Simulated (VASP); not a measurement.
# Pt in VASP: notebook

Runs on Pt. Level: RPBE. Tasks: single point.

All numbers are computed with VASP 6.6.1; they aren't measurements. Logs are shortened: lines on timing, memory, paths and dates and some standing lists are left out, and cuts for length are marked.

### Step 1. The cell of the first run

The typed cell holds 2 atoms: a = 3.529 Å, b = 3.529 Å, c = 3.704 Å, α = 90.00°, β = 90.00°, γ = 134.91°.

### Step 2. Single point, RPBE (16.34 Å³/atom)

INCAR

```
PREC = Accurate
ENCUT = 520
EDIFF = 1E-6
ISMEAR = -1
SIGMA = 0.1
LREAL = False
LASPH = True
NELM = 100
ALGO = Normal
ISIF = 2
LWAVE = False
LCHARG = True
GGA = RP
LELF = True
LVHAR = True
NBANDS = 17
```

KPOINTS

```
regular mesh
0
Gamma
  14 14 10
```

POSCAR

```
Pt
1.0
   -2.1282943188      2.4813243172      1.3300247845
    2.4813243172     -2.1282943188      1.3300247845
    2.5743648833      2.5743648833     -0.6834496959
Pt
2
Direct
    0.0159211942      0.9840788058      0.0000000000
    0.7340788058      0.2659211942      0.5000000000
```

Potentials or basis: VASP PAW PBE potentials, release 64 (Pt).

Launch:

```bash
$ cat potpaw_PBE.64/Pt/POTCAR > POTCAR
$ mpirun -np 1 vasp_std > vasp.out
```

OUTCAR:

```text
PREC = Accurate
   ENCUT = 520
   EDIFF = 1E-6
   ISMEAR = -1
   LREAL = False
   LASPH = True
   NELM = 100
   ISIF = 2
   GGA = RP

 ion  position               nearest neighbor table
   1  0.016  0.984  0.000-   2 2.61   2 2.61   2 2.70   2 2.70   2 2.70   2 2.70
   2  0.734  0.266  0.500-   1 2.61   1 2.61   1 2.70   1 2.70   1 2.70   1 2.70

  LATTYP: Found a base centered monoclinic cell.
 ALAT       =     2.7064966412
 B/A-ratio  =     2.4086433706
 C/A-ratio  =     1.3686684283
 COS(beta)  =    -0.0000353101

  Lattice vectors:

 A1 = (  -2.1282943188,   2.4813243172,   1.3300247845)
 A2 = (   2.4813243172,  -2.1282943188,   1.3300247845)
 A3 = (   2.5743648833,   2.5743648833,  -0.6834496959)

Analysis of symmetry for initial positions (statically):
=====================================================================
 Subroutine PRICEL returns:
 Original cell was already a primitive cell.

 Routine SETGRP: Setting up the symmetry group for a
 base centered monoclinic supercell.

 Subroutine GETGRP returns: Found  4 space group operations
 (whereof  2 operations were pure point group operations)
 out of a pool of  4 trial point group operations.

The static configuration has the point symmetry C_2 .
 The point group associated with its full space group is C_2h.

Analysis of symmetry for dynamics (positions and initial velocities):
=====================================================================
 Subroutine PRICEL returns:
 Original cell was already a primitive cell.

 Routine SETGRP: Setting up the symmetry group for a
 base centered monoclinic supercell.

 Subroutine GETGRP returns: Found  4 space group operations
 (whereof  2 operations were pure point group operations)
 out of a pool of  4 trial point group operations.

The dynamic configuration has the point symmetry C_2 .
 The point group associated with its full space group is C_2h.

 Subroutine INISYM returns: Found  4 space group operations
 (whereof  2 operations are pure point group operations),
 and found     1 'primitive' translations

----------------------------------------------------------------------------------------

                                     Primitive cell

  volume of cell :      32.6786
[... 83 lines left out ...]
   ISPIN  =      1    spin polarized calculation?
   LNONCOLLINEAR =      F non collinear calculations
   LSORBIT =      F    spin-orbit coupling
   LASPH  =      T    aspherical Exc in radial PAW
   ENCUT  =  520.0 eV  38.22 Ry    6.18 a.u.   6.56  6.56  6.89*2*pi/ulx,y,z
   NELM   =    100;   NELMIN=  2; NELMDL= -5     # of ELM steps
   EDIFF  = 0.1E-05   stopping-criterion for ELM
   LREAL  =      F    real-space projection
   EDIFFG = 0.1E-04   stopping-criterion for IOM
   NSW    =      0    number of steps for IOM
   IBRION =     -1    ionic relax: 0-MD 1-quasi-New 2-CG
   NFREE  =      0    steps in history (QN), initial steepest desc. (CG)
   ISIF   =      2    stress and relaxation
   ISYM   =      2    0-nonsym 1-usesym 2-fastsym
   POTIM  = 0.5000    time-step for ionic-motion
   TEBEG  =    0.0;   TEEND  =   0.0 temperature during run
   PSTRESS=    0.0 pullay stress
   NELECT =      20.0000    total number of electrons
   NUPDOWN=      -1.0000    fix difference up-down
   EMIN   =  10.00;   EMAX   =-10.00  energy-range for DOS
   EFERMI =   0.00;   METHOD = LEGACY
   ISMEAR =    -1;   SIGMA  =   0.10  broadening in eV -4-tet -1-fermi 0-gaus
   EFERMI_NEDOS =   21; number of points for ismear=-14 and -15
   IALGO  =     38    algorithm
   IMIX   =      4    mixing-type and parameters
     AMIX     =   0.40;   BMIX     =  1.00
     AMIX_MAG =   1.60;   BMIX_MAG =  1.00
  volume/ion in A,a.u.               =      16.34       110.26
  Fermi-wavevector in a.u.,A,eV,Ry     =   1.389943  2.626612 26.285672  1.931942
  Thomas-Fermi vector in A             =   2.513926
   LORBIT       =      0    0 simple, 1 ext, 2 COOP (PROOUT), +10 PAW based schemes
   GGA     = RP    functional components
   LHFCALC =     F    Hartree Fock is set to
   AEXX    =    0.0000 exact exchange contribution
   IVDW    =     0    specifies the selected vdW correction
   LEPSILON=     F    determine dielectric tensor
   LRPA    =     F    only Hartree local field effects (RPA)
 non-spin polarized calculation
  energy-cutoff  :      520.00
  volume of cell :       32.68
 maximum number of plane-waves:       908
 NGX is ok and might be reduce to    28
   NGX = 13   NGY = 13   NGZ = 13

 number of electron      20.0000003 magnetization

 Free energy of the ion-electron system (eV)
  ---------------------------------------------------
  ext. energy  EPLUGINS =         0.00000000
  ---------------------------------------------------
  free energy    TOTEN  =       -10.64679231 eV

  energy without entropy =      -10.57741321  energy(sigma->0) =      -10.61210276

 E-fermi :  10.0756     XC(G=0): -12.8750

 val. band max:       10.0715557740   @ k =  -0.4286   0.2857   0.0000
 cond. band min:      10.0764435248   @ k =  -0.0714   0.2143   0.2000
 fundamental gap:      0.0048877508
 Fermi energy:        10.0756150355

 k-point     1 :       0.0000    0.0000    0.0000
  band No.  band energies     occupation
      1       0.5805      2.00000
      2       3.5547      2.00000
      3       4.4956      2.00000
      4       4.6260      2.00000
      5       5.6308      2.00000
      6       7.8703      2.00000
[... 457 lines left out ...]
      4       5.5821      2.00000
      5       5.6945      2.00000
      6       6.9139      2.00000
[... 9 lines left out ...]
     16      24.1204      0.00000
     17      27.0540      0.00000

 [... further k-points ...]

------------------------ aborting loop because EDIFF is reached ----------------------------------------

  FORCE on cell =-STRESS in cart. coord.  units (eV):
  Direction    XX          YY          ZZ          XY          YZ          ZX
  --------------------------------------------------------------------------------------
  -------------------------------------------------------------------------------------
  Total        1.7248613      1.7248613      1.7807190      0.1396617     -0.0111898     -0.0111898
  in kB       84.5671181     84.5671181     87.3057302      6.8473837     -0.5486184     -0.5486169
  external PRESSURE =      85.4799888 kB  Pullay stress =       0.0000000 kB

 VOLUME and BASIS-vectors are now :
 -----------------------------------------------------------------------------
  energy-cutoff  :      520.00
  volume of cell :       32.68
      direct lattice vectors                 reciprocal lattice vectors
    -2.128294319  2.481324317  1.330024784    -0.060265371  0.156672315  0.363138141
     2.481324317 -2.128294319  1.330024784     0.156672315 -0.060265371  0.363138141
     2.574364883  2.574364883 -0.683449696     0.187612382  0.187612382 -0.049798169

 POSITION                                       TOTAL-FORCE (eV/Angst)
 -----------------------------------------------------------------------------------
      2.40793     -2.05490      1.33002         0.016855     -0.016855     -0.000000
      0.38468      2.54271      0.98830        -0.016855      0.016855      0.000000
 -----------------------------------------------------------------------------------
    total drift:                               -0.000000     -0.000000      0.000000

  FREE ENERGIE OF THE ION-ELECTRON SYSTEM (eV)
  ---------------------------------------------------
  free  energy   TOTEN  =       -10.6467923122 eV

  energy  without entropy=      -10.5774132076  energy(sigma->0) =      -10.61210276
```

OSZICAR:

```text
N       E                     dE             d eps       ncg     rms          rms(c)
DAV:   1     0.104546360546E+03    0.10455E+03   -0.10172E+04 18356   0.111E+03
DAV:   2    -0.948070596102E+01   -0.11403E+03   -0.10809E+03 19844   0.243E+02
DAV:   3    -0.113427498198E+02   -0.18620E+01   -0.18461E+01 22490   0.313E+01
DAV:   4    -0.113535703535E+02   -0.10821E-01   -0.10819E-01 20856   0.252E+00
DAV:   5    -0.113536956267E+02   -0.12527E-03   -0.12527E-03 22294   0.281E-01    0.149E+01
DAV:   6    -0.107086915819E+02    0.64500E+00   -0.11899E+00 19887   0.902E+00    0.807E+00
DAV:   7    -0.106524383105E+02    0.56253E-01   -0.16746E-01 22346   0.334E+00    0.319E+00
DAV:   8    -0.106470390654E+02    0.53992E-02   -0.13651E-02 19881   0.877E-01    0.554E-01
DAV:   9    -0.106467693640E+02    0.26970E-03   -0.27964E-04 20043   0.130E-01    0.841E-02
DAV:  10    -0.106467926901E+02   -0.23326E-04   -0.21537E-05 22389   0.332E-02    0.226E-02
DAV:  11    -0.106467923122E+02    0.37794E-06   -0.82630E-07 13493   0.623E-03
   1 F= -.10646792E+02 E0= -.10612103E+02  d E =-.693791E-01
```

It took 2.3 min on 1 thread of AMD EPYC 9R45 (Zen 5), shared host; peak memory 0.33 GiB.

What came out:

```
Free energy            : -10.6468 eV
Pressure               : 8.5 GPa
Largest force          : 0.024 eV/Å
Band gap on the k mesh : zero (bands 10 and 11 overlap by 1.55 eV)
```

Forces on the atoms (eV/Å):
```
Pt   0.017 -0.017  0.000
Pt  -0.017  0.017  0.000
```

Stress tensor (GPa, compression positive):
```
 8.46  0.68 -0.05
 0.68  8.46 -0.05
-0.05 -0.05  8.73
```

Caveat: the cell stands under pressure; the PAW data sets were made with another functional, which shifts forces and pressure a little; spin-orbit coupling is left out, which moves the levels of the heavy elements.

### Step 3. Single point, RPBE (17.02 Å³/atom)

This run uses another cell than the first one, of 17.02 Å³/atom.

INCAR

```
SYSTEM = Pt
PREC = Accurate ; ENCUT = 520
EDIFF = 1E-6 ; ISMEAR = -1
SIGMA = 0.1 ; LREAL = .False.
LASPH = .True. ; NELM = 100
ALGO = Normal ; ISIF = 2
LWAVE = .False. ; LCHARG = .True.
GGA = RP ; LELF = .True.
LVHAR = .True. ; NBANDS = 17
```

KPOINTS

```
regular mesh
0
Gamma
  14 14 10
  0 0 0
```

POSCAR

```
Pt
1.0
   -2.1574526588      2.5153192856      1.3482465664
    2.5153192856     -2.1574526588      1.3482465664
    2.6096345384      2.6096345384     -0.6928131841
Pt
2
Direct
    0.0159211942      0.9840788058      0.0000000000
    0.7340788058      0.2659211942      0.5000000000
```

Potentials or basis: VASP PAW PBE potentials, release 64 (Pt).

Launch:

```bash
$ cat potpaw_PBE.64/Pt/POTCAR > POTCAR
$ mpirun -np 1 vasp_std > vasp.out
```

Run time: 2.2 min. Hardware: 1 thread of AMD EPYC 9R45 (Zen 5), shared host; peak memory 0.34 GiB.

The run converged. Its results:

```yaml
Free_energy: -10.6803 eV
Pressure: -0.6 GPa
Band_gap_on_the_k_mesh: zero (bands 10 and 11 overlap by 1.29 eV)
```

Stress tensor (GPa, compression positive):
```
-0.59 -0.07  0.01
-0.07 -0.59  0.01
 0.01  0.01 -0.62
```

Levels at points of the mesh, in eV from the Fermi level:
```
           k point  band 6  band 7  band 8  band 9  band 10  band 11  band 12  band 13  band 14  band 15
(0.00, 0.00, 0.00)   -2.06   -1.73   -1.60   -0.82    -0.43     0.73     3.61     7.19     9.56    15.48
(0.50, 0.00, 0.00)   -1.89   -1.87   -1.69   -1.01     0.37     1.87     3.31     6.20    10.89    11.76
(0.50, 0.50, 0.00)   -3.04   -2.84   -2.04   -1.29    -0.47    -0.18     0.14    10.87    10.95    11.81
(0.00, 0.00, 0.50)   -3.06   -2.39   -2.39   -1.94    -1.94     0.22     0.22    11.97    11.97    15.11
(0.50, 0.00, 0.50)   -2.54   -1.80   -1.80   -0.26    -0.26     2.73     2.73     6.81     6.81    10.78
(0.50, 0.50, 0.50)   -1.97   -1.67   -1.67   -0.87    -0.87    -0.56    -0.56     4.45     4.45    17.18
```

Caveat: the PAW data sets were made with another functional, which shifts forces and pressure a little; spin-orbit coupling is left out, which moves the levels of the heavy elements.
